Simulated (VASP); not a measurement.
# WSe2 (P6_3/mmc) in VASP: single point with LDA

Aim: the single point of WSe2 with LDA.

Program: VASP 6.6.1. These are calculated values, not measurements. Logs are shortened: lines on timing, memory, paths and dates and some standing lists are left out, and cuts for length are marked.

## 1. The cell of the first run

The structure is hexagonal, space group P6_3/mmc (No. 194). The conventional cell has a = 3.289 Å, b = 3.289 Å, c = 12.968 Å, α = 90.00°, β = 90.00°, γ = 120.00°. Within 3.3 Å of W (site symmetry -6m2) lie 6 Se at 2.53 Å and 6 W at 3.29 Å. Within 3.3 Å of Se (site symmetry 3m) lie 3 W at 2.53 Å and 6 Se at 3.29 Å.

## 2. Single point, LDA

INCAR reads:

```
SYSTEM = WSe2
  ALGO = Normal
  EDIFF = 1E-6
  ENCUT = 520
  GGA = CA
  ISIF = 2
  ISMEAR = -1
  LASPH = .TRUE.
  LCHARG = .TRUE.
  LELF = .TRUE.
  LREAL = .FALSE.
  LVHAR = .TRUE.
  LWAVE = .FALSE.
  NBANDS = 35
  NELM = 100
  PREC = Accurate
  SIGMA = 0.1242
```

KPOINTS reads:

```
k-points
0
G
  6 6 2
  0 0 0
```

POSCAR reads:

```
WSe2
1.0
    3.2894817100      0.0000000000      0.0000000000
   -1.6447408500      2.8487711500      0.0000000000
    0.0000000000      0.0000000000     12.9679567700
W Se
2 4
Direct
    0.3333300000      0.6666700000      0.2500000000
    0.6666600000      0.3333300000      0.7500000000
    0.3333300000      0.6666700000      0.6210000000
    0.6666600000      0.3333300000      0.1210000000
    0.3333300000      0.6666700000      0.8790000000
    0.6666700000      0.3333400000      0.3790000000
```

Potentials or basis: VASP PAW LDA potentials, release 64 (W_sv, Se).

On the command line:

```bash
$ cat potpaw_LDA.64/W_sv/POTCAR potpaw_LDA.64/Se/POTCAR > POTCAR
$ mpirun -np 1 vasp_std > vasp.out
```

OUTCAR:

```text
SYSTEM = WSe2
   EDIFF = 1E-6
   ENCUT = 520
   GGA = CA
   ISIF = 2
   ISMEAR = -1
   LASPH = .TRUE.
   LREAL = .FALSE.
   NELM = 100
   PREC = Accurate

 ion  position               nearest neighbor table
   1  0.333  0.667  0.250-   4 2.53   6 2.53   6 2.53   4 2.53   6 2.53   4 2.53
   2  0.667  0.333  0.750-   3 2.53   5 2.53   3 2.53   5 2.53   3 2.53   5 2.53
   3  0.333  0.667  0.621-   2 2.53   2 2.53   2 2.53
   4  0.667  0.333  0.121-   1 2.53   1 2.53   1 2.53
   5  0.333  0.667  0.879-   2 2.53   2 2.53   2 2.53
   6  0.667  0.333  0.379-   1 2.53   1 2.53   1 2.53

  LATTYP: Found a hexagonal cell.
 ALAT       =     3.2894817100
 C/A-ratio  =     3.9422492396

  Lattice vectors:

 A1 = (   3.2894817100,   0.0000000000,   0.0000000000)
 A2 = (  -1.6447408500,   2.8487711500,   0.0000000000)
 A3 = (   0.0000000000,   0.0000000000,  12.9679567700)

Analysis of symmetry for initial positions (statically):
=====================================================================
 Subroutine PRICEL returns:
 Original cell was already a primitive cell.

 Routine SETGRP: Setting up the symmetry group for a
 hexagonal supercell.

 Subroutine GETGRP returns: Found  1 space group operations
 (whereof  1 operations were pure point group operations)
 out of a pool of 24 trial point group operations.

The static configuration has the point symmetry C_1 .

Analysis of symmetry for dynamics (positions and initial velocities):
=====================================================================
 Subroutine PRICEL returns:
 Original cell was already a primitive cell.

 Routine SETGRP: Setting up the symmetry group for a
 hexagonal supercell.

 Subroutine GETGRP returns: Found  1 space group operations
 (whereof  1 operations were pure point group operations)
 out of a pool of 24 trial point group operations.

The dynamic configuration has the point symmetry C_1 .

 Subroutine INISYM returns: Found  1 space group operations
 (whereof  1 operations are pure point group operations),
 and found     1 'primitive' translations

----------------------------------------------------------------------------------------

                                     Primitive cell

  volume of cell :     121.5225

  direct lattice vectors                    reciprocal lattice vectors
     3.289481710  0.000000000  0.000000000     0.303999258  0.175514273  0.000000000
    -1.644740850  2.848771150  0.000000000     0.000000000  0.351028548  0.000000000
     0.000000000  0.000000000 12.967956770     0.000000000  0.000000000  0.077113150

  length of vectors
     3.289481710  3.289478610 12.967956770     0.351028217  0.351028548  0.077113150

  position of ions in fractional coordinates (direct lattice)
     0.333330000  0.666670000  0.250000000
     0.666660000  0.333330000  0.750000000
     0.333330000  0.666670000  0.621000000
     0.666660000  0.333330000  0.121000000
     0.333330000  0.666670000  0.879000000
     0.666670000  0.333340000  0.379000000

  ion indices of the primitive-cell ions
   primitive index   ion index
                 1           1
                 2           2
                 3           3
                 4           4
                 5           5
                 6           6

----------------------------------------------------------------------------------------

 KPOINTS: k-points

Automatic generation of k-mesh.
 Grid dimensions read from file:
 generate k-points for:    6    6    2

 Generating k-lattice:

  Cartesian coordinates                     Fractional coordinates (reciprocal lattice)
     0.050666543  0.029252379  0.000000000     0.166666667  0.000000000  0.000000000
     0.000000000  0.058504758  0.000000000     0.000000000  0.166666667  0.000000000
     0.000000000  0.000000000  0.038556575     0.000000000  0.000000000  0.500000000

  Length of vectors
     0.058504703  0.058504758  0.038556575

  Shift w.r.t. Gamma in fractional coordinates (k-lattice)
     0.000000000  0.000000000  0.000000000

 Subroutine IBZKPT returns following result:
 ===========================================

 Found     40 irreducible k-points:

 Following reciprocal coordinates:
            Coordinates               Weight
  0.000000  0.000000  0.000000      1.000000
  0.166667 -0.000000  0.000000      2.000000
  0.000000  0.166667  0.000000      2.000000
 -0.166667  0.166667  0.000000      2.000000
  0.333333 -0.000000  0.000000      2.000000
  0.000000  0.333333  0.000000      2.000000
[... 16 lines left out ...]
  0.000000  0.166667  0.500000      2.000000
 -0.166667  0.166667  0.500000      2.000000
 [... further k-points ...]
   k-points           NKPTS =     40   k-points in BZ     NKDIM =     40   number of bands    NBANDS=     35
   number of dos      NEDOS =    301   number of ions     NIONS =      6
   total plane-waves  NPLWV =  55296
   dimension x,y,z NGX =    24 NGY =   24 NGZ =   96
   dimension x,y,z NGXF=    48 NGYF=   48 NGZF=  192
   ions per type =               2   4
   NGX,Y,Z   is equivalent  to a cutoff of  12.13, 12.13, 12.31 a.u.
   NGXF,Y,Z  is equivalent  to a cutoff of  24.26, 24.26, 24.61 a.u.
 SYSTEM =  WSe2
   PREC   = accura    normal or accurate (medium, high low for compatibility)
   ISTART =      0    job   : 0-new  1-cont  2-samecut
   ICHARG =      2    charge: 1-file 2-atom 10-const
   ISPIN  =      1    spin polarized calculation?
   LNONCOLLINEAR =      F non collinear calculations
   LSORBIT =      F    spin-orbit coupling
   LASPH  =      T    aspherical Exc in radial PAW
   ENCUT  =  520.0 eV  38.22 Ry    6.18 a.u.   6.12  6.12 24.11*2*pi/ulx,y,z
   NELM   =    100;   NELMIN=  2; NELMDL= -5     # of ELM steps
   EDIFF  = 0.1E-05   stopping-criterion for ELM
   LREAL  =      F    real-space projection
   EDIFFG = 0.1E-04   stopping-criterion for IOM
   NSW    =      0    number of steps for IOM
   IBRION =     -1    ionic relax: 0-MD 1-quasi-New 2-CG
   NFREE  =      0    steps in history (QN), initial steepest desc. (CG)
   ISIF   =      2    stress and relaxation
   ISYM   =      2    0-nonsym 1-usesym 2-fastsym
   POTIM  = 0.5000    time-step for ionic-motion
   TEBEG  =    0.0;   TEEND  =   0.0 temperature during run
   PSTRESS=    0.0 pullay stress
   NELECT =      52.0000    total number of electrons
   NUPDOWN=      -1.0000    fix difference up-down
   EMIN   =  10.00;   EMAX   =-10.00  energy-range for DOS
   EFERMI =   0.00;   METHOD = LEGACY
   ISMEAR =    -1;   SIGMA  =   0.12  broadening in eV -4-tet -1-fermi 0-gaus
   EFERMI_NEDOS =   21; number of points for ismear=-14 and -15
   IALGO  =     38    algorithm
   IMIX   =      4    mixing-type and parameters
     AMIX     =   0.40;   BMIX     =  1.00
     AMIX_MAG =   1.60;   BMIX_MAG =  1.00
  volume/ion in A,a.u.               =      20.25       136.68
  Fermi-wavevector in a.u.,A,eV,Ry     =   1.233646  2.331252 20.706454  1.521881
  Thomas-Fermi vector in A             =   2.368368
   LORBIT       =      0    0 simple, 1 ext, 2 COOP (PROOUT), +10 PAW based schemes
   GGA     = CA    functional components
   LHFCALC =     F    Hartree Fock is set to
   AEXX    =    0.0000 exact exchange contribution
   IVDW    =     0    specifies the selected vdW correction
   LEPSILON=     F    determine dielectric tensor
   LRPA    =     F    only Hartree local field effects (RPA)
 non-spin polarized calculation
  energy-cutoff  :      520.00
  volume of cell :      121.52
 maximum number of plane-waves:      3324
   NGX = 13   NGY = 13   NGZ = 49

 number of electron      51.9999994 magnetization

 Free energy of the ion-electron system (eV)
  ---------------------------------------------------
  ext. energy  EPLUGINS =         0.00000000
  ---------------------------------------------------
  free energy    TOTEN  =       -48.45980676 eV

  energy without entropy =      -48.45608958  energy(sigma->0) =      -48.45794817

 E-fermi :   6.6274     XC(G=0): -11.0135

 val. band max:        6.2486729225   @ k =   0.0000   0.0000   0.0000
 cond. band min:       7.1608708438   @ k =  -0.3333   0.1667   0.0000
 fundamental gap:      0.9121979213
 Fermi energy:         6.6274019302

 k-point     1 :       0.0000    0.0000    0.0000
  band No.  band energies     occupation
      1     -67.6358      2.00000
      2     -67.6357      2.00000
      3     -32.1492      2.00000
      4     -32.1491      2.00000
      5     -32.0055      2.00000
      6     -32.0055      2.00000
[... 27 lines left out ...]
     34       9.1856      0.00000
     35      10.6481      0.00000

 k-point     2 :       0.1667   -0.0000    0.0000
  band No.  band energies     occupation
      1     -67.6332      2.00000
      2     -67.6330      2.00000
      3     -32.1377      2.00000
      4     -32.1375      2.00000
      5     -32.0658      2.00000
      6     -32.0657      2.00000
[... 27 lines left out ...]
     34       9.5824      0.00000
     35      12.2191      0.00000

 k-point     3 :       0.0000    0.1667    0.0000
  band No.  band energies     occupation
      1     -67.6332      2.00000
      2     -67.6330      2.00000
      3     -32.1377      2.00000
      4     -32.1375      2.00000
      5     -32.0658      2.00000
      6     -32.0657      2.00000
[... 27 lines left out ...]
     34       9.5824      0.00000
     35      12.2191      0.00000
[... 723 lines left out ...]
 k-point    23 :       0.0000    0.1667    0.5000
  band No.  band energies     occupation
      1     -67.6332      2.00000
      2     -67.6330      2.00000
      3     -32.1376      2.00000
      4     -32.1375      2.00000
      5     -32.0658      2.00000
      6     -32.0657      2.00000
[... 27 lines left out ...]
     34       9.4994      0.00000
     35      12.5299      0.00000

 k-point    24 :      -0.1667    0.1667    0.5000
  band No.  band energies     occupation
      1     -67.6332      2.00000
      2     -67.6330      2.00000
      3     -32.1376      2.00000
      4     -32.1375      2.00000
      5     -32.0658      2.00000
      6     -32.0657      2.00000
[... 27 lines left out ...]
     34       9.4995      0.00000
     35      12.5299      0.00000

 [... further k-points ...]

------------------------ aborting loop because EDIFF is reached ----------------------------------------

  FORCE on cell =-STRESS in cart. coord.  units (eV):
  Direction    XX          YY          ZZ          XY          YZ          ZX
  --------------------------------------------------------------------------------------
  -------------------------------------------------------------------------------------
  Total       -2.6022545     -2.6018081     -2.1499000      0.0000496     -0.0003845     -0.0002156
  in kB      -34.3086604    -34.3027751    -28.3447253      0.0006535     -0.0050698     -0.0028429
  external PRESSURE =     -32.3187202 kB  Pullay stress =       0.0000000 kB

 VOLUME and BASIS-vectors are now :
 -----------------------------------------------------------------------------
  energy-cutoff  :      520.00
  volume of cell :      121.52
      direct lattice vectors                 reciprocal lattice vectors
     3.289481710  0.000000000  0.000000000     0.303999258  0.175514273  0.000000000
    -1.644740850  2.848771150  0.000000000     0.000000000  0.351028548  0.000000000
     0.000000000  0.000000000 12.967956770     0.000000000  0.000000000  0.077113150

 POSITION                                       TOTAL-FORCE (eV/Angst)
 -----------------------------------------------------------------------------------
     -0.00002      1.89919      3.24199         0.000150     -0.000092      0.000012
      1.64472      0.94958      9.72597         0.000000      0.000350     -0.000004
     -0.00002      1.89919      8.05310         0.000002     -0.000175      0.249187
      1.64472      0.94958      1.56912        -0.000005      0.000165      0.249318
     -0.00002      1.89919     11.39883        -0.000001     -0.000175     -0.249183
      1.64474      0.94961      4.91486        -0.000146     -0.000073     -0.249331
 -----------------------------------------------------------------------------------
    total drift:                                0.000001     -0.000000      0.000009

  FREE ENERGIE OF THE ION-ELECTRON SYSTEM (eV)
  ---------------------------------------------------
  free  energy   TOTEN  =       -48.4598067623 eV

  energy  without entropy=      -48.4560895829  energy(sigma->0) =      -48.45794817
```

Run time: 3.9 min. Hardware: 1 thread of Intel Xeon 8259CL, shared host; peak memory 0.27 GiB.

What came out:

| Quantity | Value |
| --- | --- |
| Free energy | -48.4598 eV |
| Pressure | -3.2 GPa |
| Largest force | 0.249 eV/Å |
| Band gap on the k mesh | 0.91 eV, indirect (least direct gap 1.51 eV) |

Forces in eV/Å, atoms in the order of the input:
```
W    0.000  0.000  0.000
W    0.000  0.000  0.000
Se   0.000  0.000  0.249
Se   0.000  0.000  0.249
Se   0.000  0.000 -0.249
Se   0.000  0.000 -0.249
```

Caveat: spin-orbit coupling is left out, which moves the levels of the heavy elements. A k mesh can miss the band edges.
